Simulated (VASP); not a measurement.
# InSb (F-43m) in VASP: relaxation of cell and atoms with r2SCAN

Aim: the relaxation of cell and atoms of InSb with r2SCAN.

Program: VASP 6.6.1. These are calculated values, not measurements. Logs are shortened: lines on timing, memory, paths and dates and some standing lists are left out, and cuts for length are marked.

## Step 1: The cell of the first run

Symmetry: F-43m, No. 216, cubic system. Conventional cell: a = 6.555 Å, b = 6.555 Å, c = 6.555 Å, α = 90.00°, β = 90.00°, γ = 90.00°. In (site symmetry -43m) has 4 Sb at 2.84 Å within 3.7 Å. Within 3.7 Å of Sb (site symmetry -43m) lie 4 In at 2.84 Å.

## Step 2: Relaxation of cell and atoms, r2SCAN

Contents of POSCAR:

```
InSb
1.0
    0.0000000000      3.2775773628      3.2775773628
    3.2775773628      0.0000000000      3.2775773628
    3.2775773628      3.2775773628      0.0000000000
In Sb
1 1
Direct
    0.0000000000      0.0000000000      0.0000000000
    0.2500000000      0.2500000000      0.2500000000
```

Contents of INCAR.step1:

```
SYSTEM = InSb
PREC     = Accurate       ! precision mode
ENCUT    = 600            ! plane-wave cutoff, eV
ISMEAR   = -1             ! smearing method
SIGMA    = 0.15           ! smearing width, eV
LREAL    = .FALSE.        ! projectors in reciprocal space
LASPH    = .TRUE.         ! aspherical terms in the spheres
NELM     = 80             ! most SCF steps
GGA      = PE             ! functional
ALGO     = Normal         ! electronic algorithm
EDIFF    = 1E-4           ! SCF threshold, eV
LWAVE    = .TRUE.         ! write WAVECAR
LCHARG   = .FALSE.        ! write CHGCAR
```

Contents of INCAR.step2:

```
SYSTEM = InSb
PREC     = Accurate       ! precision mode
ENCUT    = 600            ! plane-wave cutoff, eV
EDIFF    = 1E-7           ! SCF threshold, eV
ISMEAR   = -1             ! smearing method
SIGMA    = 0.15           ! smearing width, eV
LREAL    = .FALSE.        ! projectors in reciprocal space
LASPH    = .TRUE.         ! aspherical terms in the spheres
NELM     = 80             ! most SCF steps
ALGO     = Normal         ! electronic algorithm
ISIF     = 3              ! what is computed and relaxed
LWAVE    = .FALSE.        ! write WAVECAR
LCHARG   = .FALSE.        ! write CHGCAR
METAGGA  = R2SCAN         ! meta-GGA
LMIXTAU  = .TRUE.       
IBRION   = 2              ! ionic algorithm
NSW      = 80             ! ionic steps
EDIFFG   = -0.001         ! ionic threshold
ISTART   = 1
```

Contents of KPOINTS:

```
regular mesh
0
G
  12 12 12
  0 0 0
```

Potentials or basis: VASP PAW PBE potentials, release 64 (In_d, Sb).

The run is started by

```sh
$ cat potpaw_PBE.64/In_d/POTCAR potpaw_PBE.64/Sb/POTCAR > POTCAR
$ cp INCAR.step1 INCAR
$ mpirun -np 1 vasp_std > vasp.out
$ cp INCAR.step2 INCAR
$ mpirun -np 1 vasp_std > vasp.out
```

OUTCAR:

```text
SYSTEM = InSb
   PREC = Accurate
   ENCUT = 600
   EDIFF = 1E-7
   ISMEAR = -1
   LREAL = .FALSE.
   LASPH = .TRUE.
   NELM = 80
   ISIF = 3
   METAGGA = R2SCAN
   IBRION = 2
   NSW = 80
   EDIFFG = -0.001
   ISTART = 1

 ion  position               nearest neighbor table
   1  0.000  0.000  0.000-   2 2.84   2 2.84   2 2.84   2 2.84
   2  0.250  0.250  0.250-   1 2.84   1 2.84   1 2.84   1 2.84

  LATTYP: Found a face centered cubic cell.
 ALAT       =     6.5551547256

  Lattice vectors:

 A1 = (   0.0000000000,   3.2775773628,   3.2775773628)
 A2 = (   3.2775773628,   0.0000000000,   3.2775773628)
 A3 = (   3.2775773628,   3.2775773628,   0.0000000000)

Analysis of symmetry for initial positions (statically):
=====================================================================
 Subroutine PRICEL returns:
 Original cell was already a primitive cell.

 Routine SETGRP: Setting up the symmetry group for a
 face centered cubic supercell.

 Subroutine GETGRP returns: Found 24 space group operations
 (whereof 24 operations were pure point group operations)
 out of a pool of 48 trial point group operations.

The static configuration has the point symmetry T_d .

Analysis of symmetry for dynamics (positions and initial velocities):
=====================================================================
 Subroutine PRICEL returns:
 Original cell was already a primitive cell.

 Routine SETGRP: Setting up the symmetry group for a
 face centered cubic supercell.

 Subroutine GETGRP returns: Found 24 space group operations
 (whereof 24 operations were pure point group operations)
 out of a pool of 48 trial point group operations.

The dynamic configuration has the point symmetry T_d .

 Subroutine INISYM returns: Found 24 space group operations
 (whereof 24 operations are pure point group operations),
 and found     1 'primitive' translations

----------------------------------------------------------------------------------------

                                     Primitive cell

  volume of cell :      70.4188

  direct lattice vectors                    reciprocal lattice vectors
     0.000000000  3.277577363  3.277577363    -0.152551700  0.152551700  0.152551700
     3.277577363  0.000000000  3.277577363     0.152551700 -0.152551700  0.152551700
     3.277577363  3.277577363  0.000000000     0.152551700  0.152551700 -0.152551700

  length of vectors
     4.635194358  4.635194358  4.635194358     0.264227296  0.264227296  0.264227296

[... 96 lines left out ...]
   EFERMI_NEDOS =   21; number of points for ismear=-14 and -15
   IALGO  =     38    algorithm
   IMIX   =      4    mixing-type and parameters
     AMIX     =   0.40;   BMIX     =  1.00
     AMIX_MAG =   1.60;   BMIX_MAG =  1.00
  volume/ion in A,a.u.               =      35.21       237.60
  Fermi-wavevector in a.u.,A,eV,Ry     =   1.038969  1.963367 14.686907  1.079457
  Thomas-Fermi vector in A             =   2.173478
   LORBIT       =      0    0 simple, 1 ext, 2 COOP (PROOUT), +10 PAW based schemes
   METAGGA = R2SCAN    functional components
   LHFCALC =     F    Hartree Fock is set to
   AEXX    =    0.0000 exact exchange contribution
   IVDW    =     0    specifies the selected vdW correction
   LEPSILON=     F    determine dielectric tensor
   LRPA    =     F    only Hartree local field effects (RPA)
 conjugate gradient relaxation of ions
 non-spin polarized calculation
  energy-cutoff  :      600.00
  volume of cell :       70.42
 maximum number of plane-waves:      2397
 NGX is ok and might be reduce to    40
   NGX = 19   NGY = 19   NGZ = 19

--------------------------------------- Ionic step        1  -------------------------------------------

 number of electron      17.9999998 magnetization

 Free energy of the ion-electron system (eV)
  ---------------------------------------------------
  ext. energy  EPLUGINS =         0.00000000
  ---------------------------------------------------
  free energy    TOTEN  =       -48.77062101 eV

  energy without entropy =      -48.76715022  energy(sigma->0) =      -48.76888561

------------------------ aborting loop because EDIFF is reached ----------------------------------------

  FORCE on cell =-STRESS in cart. coord.  units (eV):
  Direction    XX          YY          ZZ          XY          YZ          ZX
  --------------------------------------------------------------------------------------
  -------------------------------------------------------------------------------------
  Total        0.0260103      0.0260103      0.0260103     -0.0000000      0.0000000     -0.0000000
  in kB        0.5917902      0.5917902      0.5917902     -0.0000000      0.0000000     -0.0000000
  external PRESSURE =       0.5917902 kB  Pullay stress =       0.0000000 kB
[... 95 lines left out ...]
--------------------------------------- Ionic step        4  -------------------------------------------

 number of electron      17.9999998 magnetization

 Free energy of the ion-electron system (eV)
  ---------------------------------------------------
  ext. energy  EPLUGINS =         0.00000000
  ---------------------------------------------------
  free energy    TOTEN  =       -48.77063561 eV

  energy without entropy =      -48.76713229  energy(sigma->0) =      -48.76888395

 E-fermi :   4.9092     XC(G=0):  -9.0803

 val. band max:        4.5554447862   @ k =   0.0000   0.0000   0.0000
 cond. band min:       5.3040434919   @ k =   0.5000   0.0000   0.0000
 fundamental gap:      0.7485987057
 Fermi energy:         4.9092406552

 k-point     1 :       0.0000    0.0000    0.0000
  band No.  band energies     occupation
      1     -10.4805      2.00000
      2     -10.4805      2.00000
      3     -10.4805      2.00000
      4     -10.3893      2.00000
      5     -10.3893      2.00000
      6      -6.3477      2.00000
      7       4.5392      1.84355
      8       4.5392      1.84355
      9       4.5392      1.84355
     10       4.5554      1.82724
     11       7.7619      0.00000
     12       7.7619      0.00000
     13       7.7619      0.00000
[... 354 lines left out ...]
  band No.  band energies     occupation
      1     -10.5301      2.00000
      2     -10.4577      2.00000
      3     -10.4564      2.00000
      4     -10.3908      2.00000
      5     -10.3882      2.00000
      6      -4.8376      2.00000
      7      -0.9960      2.00000
      8       2.2291      2.00000
      9       3.2835      1.99996
     10       6.4835      0.00006
     11       8.5315      0.00000
     12       9.3328      0.00000
     13      11.2366      0.00000

 [... further k-points ...]
[... 5 lines left out ...]
  --------------------------------------------------------------------------------------
  -------------------------------------------------------------------------------------
  Total       -0.0005714     -0.0005714     -0.0005714     -0.0000000     -0.0000000     -0.0000000
  in kB       -0.0129820     -0.0129820     -0.0129820     -0.0000000     -0.0000000     -0.0000000
  external PRESSURE =      -0.0129820 kB  Pullay stress =       0.0000000 kB
[... 17 lines left out ...]
  FREE ENERGIE OF THE ION-ELECTRON SYSTEM (eV)
  ---------------------------------------------------
  free  energy   TOTEN  =       -48.7706356110 eV

  energy  without entropy=      -48.7671322921  energy(sigma->0) =      -48.76888395

 reached required accuracy - stopping structural energy minimisation
```

OUTCAR.step1:

```text
SYSTEM = InSb
   PREC = Accurate
   ENCUT = 600
   ISMEAR = -1
   LREAL = .FALSE.
   LASPH = .TRUE.
[... 605 lines left out ...]
      0.00000      0.00000      0.00000        -0.000000     -0.000000      0.000000
      1.63879      1.63879      1.63879         0.000000      0.000000     -0.000000
 -----------------------------------------------------------------------------------
    total drift:                               -0.000000     -0.000000     -0.000000

  FREE ENERGIE OF THE ION-ELECTRON SYSTEM (eV)
  ---------------------------------------------------
  free  energy   TOTEN  =        -6.9435698294 eV

  energy  without entropy=       -6.9366517358  energy(sigma->0) =       -6.94011078
```

OSZICAR.step1:

```text
N       E                     dE             d eps       ncg     rms          rms(c)
DAV:   1     0.114618959966E+03    0.11462E+03   -0.86293E+03  1877   0.151E+03
DAV:   2     0.101780197082E+01   -0.11360E+03   -0.11104E+03  1962   0.326E+02
DAV:   3    -0.682342771513E+01   -0.78412E+01   -0.77643E+01  2462   0.900E+01
DAV:   4    -0.703617682511E+01   -0.21275E+00   -0.21265E+00  2173   0.171E+01
DAV:   5    -0.704631580264E+01   -0.10139E-01   -0.10139E-01  2766   0.320E+00    0.394E+00
DAV:   6    -0.695361309500E+01    0.92703E-01   -0.17707E-01  2546   0.709E+00    0.229E+00
DAV:   7    -0.694187266721E+01    0.11740E-01   -0.71161E-02  2439   0.286E+00    0.624E-01
DAV:   8    -0.694289163538E+01   -0.10190E-02   -0.76075E-03  2371   0.118E+00    0.244E-01
DAV:   9    -0.694349556459E+01   -0.60393E-03   -0.88008E-04  2107   0.301E-01    0.711E-02
DAV:  10    -0.694356982943E+01   -0.74265E-04   -0.53102E-05  1661   0.573E-02
   1 F= -.69435698E+01 E0= -.69401108E+01  d E =-.691809E-02
```

Run time: 18 min. Hardware: 1 thread of Oxide Virtual Turin-like, shared host; peak memory 0.29 GiB.

What came out:

| Property | Result |
| --- | --- |
| Free energy | -48.7706 eV |
| Relaxed volume | 35.26 Å³/atom |
| Relaxed cell | a = 4.637 Å, b = 4.637 Å, c = 4.637 Å, α = 60.00°, β = 60.00°, γ = 60.00° |
| Space group after relaxing (to 0.05 Å) | F-43m (No. 216) |
| Energy gained by relaxing | 0.0 meV/atom |
| Ionic steps | 4 |
| Pressure after relaxing | 0.0 GPa |

Final structure:
```xyz
2
Lattice="0.0000 3.2791 3.2791 3.2791 0.0000 3.2791 3.2791 3.2791 0.0000" Properties=species:S:1:pos:R:3 pbc="T T T"
In    6.5581    6.5581    6.5581
Sb    1.6395    1.6395    1.6395
```

Caveat: the PAW data sets were made with another functional, which shifts forces and pressure a little; spin-orbit coupling is left out, which moves the levels of the heavy elements.
